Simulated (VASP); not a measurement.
# K (Im-3m) in VASP: single point with PBEsol

Aim: the single point of K with PBEsol.

All numbers are computed with VASP 6.6.1; they aren't measurements. Logs are shortened: lines on timing, memory, paths and dates and some standing lists are left out, and cuts for length are marked.

**1. The cell of the first run**

The structure is cubic, space group Im-3m (No. 229). Conventional cell: a = 5.225 Å, b = 5.225 Å, c = 5.225 Å, α = 90.00°, β = 90.00°, γ = 90.00°.

**2. Single point, PBEsol**

Contents of INCAR:

```
ALGO = Normal
EDIFF = 1E-6
ENCUT = 520
GGA = PS
ISIF = 2
ISMEAR = 1
LASPH = True
LCHARG = False
LREAL = False
LWAVE = False
NBANDS = 10
NELM = 80
PREC = Accurate
SIGMA = 0.05
```

Contents of KPOINTS:

```
k-points
0
Gamma
  13 13 13
```

Contents of POSCAR:

```
K
1.0
   -2.6125000000      2.6125000000      2.6125000000
    2.6125000000     -2.6125000000      2.6125000000
    2.6125000000      2.6125000000     -2.6125000000
K
1
Direct
    0.0000000000      0.0000000000      0.0000000000
```

Potentials or basis: VASP PAW PBE potentials, release 64 (K_sv).

The run is started by

```console
$ cat potpaw_PBE.64/K_sv/POTCAR > POTCAR
$ mpirun -np 1 vasp_std > vasp.out
```

OUTCAR:

```text
EDIFF = 1E-6
   ENCUT = 520
   GGA = PS
   ISIF = 2
   ISMEAR = 1
   LASPH = True
   LREAL = False
   NELM = 80
   PREC = Accurate

 ion  position               nearest neighbor table
   1  0.000  0.000  0.000-

  LATTYP: Found a body centered cubic cell.
 ALAT       =     5.2250000000

  Lattice vectors:

 A1 = (  -2.6125000000,   2.6125000000,   2.6125000000)
 A2 = (   2.6125000000,  -2.6125000000,   2.6125000000)
 A3 = (   2.6125000000,   2.6125000000,  -2.6125000000)

Analysis of symmetry for initial positions (statically):
=====================================================================
 Subroutine PRICEL returns:
 Original cell was already a primitive cell.

 Routine SETGRP: Setting up the symmetry group for a
 body centered cubic supercell.

 Subroutine GETGRP returns: Found 48 space group operations
 (whereof 48 operations were pure point group operations)
 out of a pool of 48 trial point group operations.

The static configuration has the point symmetry O_h .

Analysis of symmetry for dynamics (positions and initial velocities):
=====================================================================
 Subroutine PRICEL returns:
 Original cell was already a primitive cell.

 Routine SETGRP: Setting up the symmetry group for a
 body centered cubic supercell.

 Subroutine GETGRP returns: Found 48 space group operations
 (whereof 48 operations were pure point group operations)
 out of a pool of 48 trial point group operations.

The dynamic configuration has the point symmetry O_h .

 Subroutine INISYM returns: Found 48 space group operations
 (whereof 48 operations are pure point group operations),
 and found     1 'primitive' translations

----------------------------------------------------------------------------------------

                                     Primitive cell

  volume of cell :      71.3229

  direct lattice vectors                    reciprocal lattice vectors
    -2.612500000  2.612500000  2.612500000     0.000000000  0.191387560  0.191387560
     2.612500000 -2.612500000  2.612500000     0.191387560  0.000000000  0.191387560
     2.612500000  2.612500000 -2.612500000     0.191387560  0.191387560  0.000000000

  length of vectors
     4.524982735  4.524982735  4.524982735     0.270662883  0.270662883  0.270662883

  position of ions in fractional coordinates (direct lattice)
     0.000000000  0.000000000  0.000000000

  ion indices of the primitive-cell ions
   primitive index   ion index
                 1           1

[... 72 lines left out ...]
   LREAL  =      F    real-space projection
   EDIFFG = 0.1E-04   stopping-criterion for IOM
   NSW    =      0    number of steps for IOM
   IBRION =     -1    ionic relax: 0-MD 1-quasi-New 2-CG
   NFREE  =      0    steps in history (QN), initial steepest desc. (CG)
   ISIF   =      2    stress and relaxation
   ISYM   =      2    0-nonsym 1-usesym 2-fastsym
   POTIM  = 0.5000    time-step for ionic-motion
   TEBEG  =    0.0;   TEEND  =   0.0 temperature during run
   PSTRESS=    0.0 pullay stress
   NELECT =       9.0000    total number of electrons
   NUPDOWN=      -1.0000    fix difference up-down
   EMIN   =  10.00;   EMAX   =-10.00  energy-range for DOS
   EFERMI =   0.00;   METHOD = LEGACY
   ISMEAR =     1;   SIGMA  =   0.05  broadening in eV -4-tet -1-fermi 0-gaus
   EFERMI_NEDOS =   21; number of points for ismear=-14 and -15
   IALGO  =     38    algorithm
   IMIX   =      4    mixing-type and parameters
     AMIX     =   0.40;   BMIX     =  1.00
     AMIX_MAG =   1.60;   BMIX_MAG =  1.00
  volume/ion in A,a.u.               =      71.32       481.31
  Fermi-wavevector in a.u.,A,eV,Ry     =   0.821131  1.551714  9.173822  0.674257
  Thomas-Fermi vector in A             =   1.932236
   LORBIT       =      0    0 simple, 1 ext, 2 COOP (PROOUT), +10 PAW based schemes
   GGA     = PS    functional components
   LHFCALC =     F    Hartree Fock is set to
   AEXX    =    0.0000 exact exchange contribution
   IVDW    =     0    specifies the selected vdW correction
   LEPSILON=     F    determine dielectric tensor
   LRPA    =     F    only Hartree local field effects (RPA)
 non-spin polarized calculation
 Methfessel and Paxton  Order N= 1 SIGMA  =   0.05
  energy-cutoff  :      520.00
  volume of cell :       71.32
 maximum number of plane-waves:      1961
 NGX is ok and might be reduce to    36
   NGX = 17   NGY = 17   NGZ = 17

 number of electron       9.0000000 magnetization

 Free energy of the ion-electron system (eV)
  ---------------------------------------------------
  ext. energy  EPLUGINS =         0.00000000
  ---------------------------------------------------
  free energy    TOTEN  =        -1.13276293 eV

  energy without entropy =       -1.13236650  energy(sigma->0) =       -1.13263079

 E-fermi :  -0.0679     XC(G=0):  -5.7734

 val. band max:       -0.1268057229   @ k =  -0.3077   0.3077   0.3077
 cond. band min:      -0.0655288520   @ k =  -0.3077   0.3846   0.2308
 fundamental gap:      0.0612768709
 Fermi energy:        -0.0679191112

 k-point     1 :       0.0000    0.0000    0.0000
  band No.  band energies     occupation
      1     -32.0746      2.00000
      2     -15.5822      2.00000
      3     -15.5822      2.00000
      4     -15.5822      2.00000
      5      -2.3032      2.00000
      6       4.2249      0.00000
      7       4.2249      0.00000
      8       4.2249      0.00000
      9       5.1649      0.00000
     10       5.1649      0.00000
[... 287 lines left out ...]
 k-point    24 :       0.2308    0.0769    0.0769
  band No.  band energies     occupation
      1     -32.0711      2.00000
      2     -15.6363      2.00000
      3     -15.5989      2.00000
      4     -15.5859      2.00000
      5      -1.0162      2.00000
      6       2.3368      0.00000
      7       2.9974      0.00000
      8       4.9363      0.00000
      9       5.2242      0.00000
     10       5.3643      0.00000

 [... further k-points ...]
[... 5 lines left out ...]
  --------------------------------------------------------------------------------------
  -------------------------------------------------------------------------------------
  Total       -0.0154607     -0.0154607     -0.0154607      0.0000000      0.0000000     -0.0000000
  in kB       -0.3473048     -0.3473048     -0.3473048      0.0000000      0.0000000     -0.0000000
  external PRESSURE =      -0.3473048 kB  Pullay stress =       0.0000000 kB

 VOLUME and BASIS-vectors are now :
 -----------------------------------------------------------------------------
  energy-cutoff  :      520.00
  volume of cell :       71.32
      direct lattice vectors                 reciprocal lattice vectors
    -2.612500000  2.612500000  2.612500000     0.000000000  0.191387560  0.191387560
     2.612500000 -2.612500000  2.612500000     0.191387560  0.000000000  0.191387560
     2.612500000  2.612500000 -2.612500000     0.191387560  0.191387560  0.000000000

 POSITION                                       TOTAL-FORCE (eV/Angst)
 -----------------------------------------------------------------------------------
      0.00000      0.00000      0.00000         0.000000      0.000000     -0.000000
 -----------------------------------------------------------------------------------
    total drift:                               -0.000000      0.000000      0.000000

  FREE ENERGIE OF THE ION-ELECTRON SYSTEM (eV)
  ---------------------------------------------------
  free  energy   TOTEN  =        -1.1327629340 eV

  energy  without entropy=       -1.1323664992  energy(sigma->0) =       -1.13263079
```

OSZICAR:

```text
N       E                     dE             d eps       ncg     rms          rms(c)
DAV:   1     0.462584740650E+02    0.46258E+02   -0.35841E+03  1688   0.686E+02
DAV:   2     0.498396479264E+00   -0.45760E+02   -0.45068E+02  1788   0.190E+02
DAV:   3    -0.107930749520E+01   -0.15777E+01   -0.15722E+01  2574   0.286E+01
DAV:   4    -0.113400039125E+01   -0.54693E-01   -0.54659E-01  2314   0.449E+00
DAV:   5    -0.113511158845E+01   -0.11112E-02   -0.11110E-02  2564   0.497E-01    0.200E+00
DAV:   6    -0.113317843350E+01    0.19332E-02   -0.36527E-03  2558   0.413E-01    0.129E+00
DAV:   7    -0.113274157387E+01    0.43686E-03   -0.61163E-03  2452   0.493E-01    0.907E-02
DAV:   8    -0.113274827572E+01   -0.67019E-05   -0.44147E-04  2312   0.227E-01    0.275E-02
DAV:   9    -0.113276479867E+01   -0.16523E-04   -0.21388E-05  2172   0.414E-02    0.162E-02
DAV:  10    -0.113276326721E+01    0.15315E-05   -0.68446E-06  2500   0.209E-02    0.321E-03
DAV:  11    -0.113276293396E+01    0.33325E-06   -0.98186E-08  1212   0.296E-03
   1 F= -.11327629E+01 E0= -.11326308E+01  d E =-.396435E-03
```

Wall time 40 s (1 thread of Intel Xeon Platinum 8375C at 2.90GHz (Ice Lake), shared host); peak memory 0.22 GiB.

Results:

* Free energy: -1.1328 eV
* Pressure: 0.0 GPa

Levels at points of the mesh, in eV from the Fermi level:
```
           k point  band 2  band 3  band 4  band 5  band 6  band 7
(0.00, 0.00, 0.00)  -15.51  -15.51  -15.51   -2.24    4.29    4.29
```

Caveat: the PAW data sets were made with another functional, which shifts forces and pressure a little.
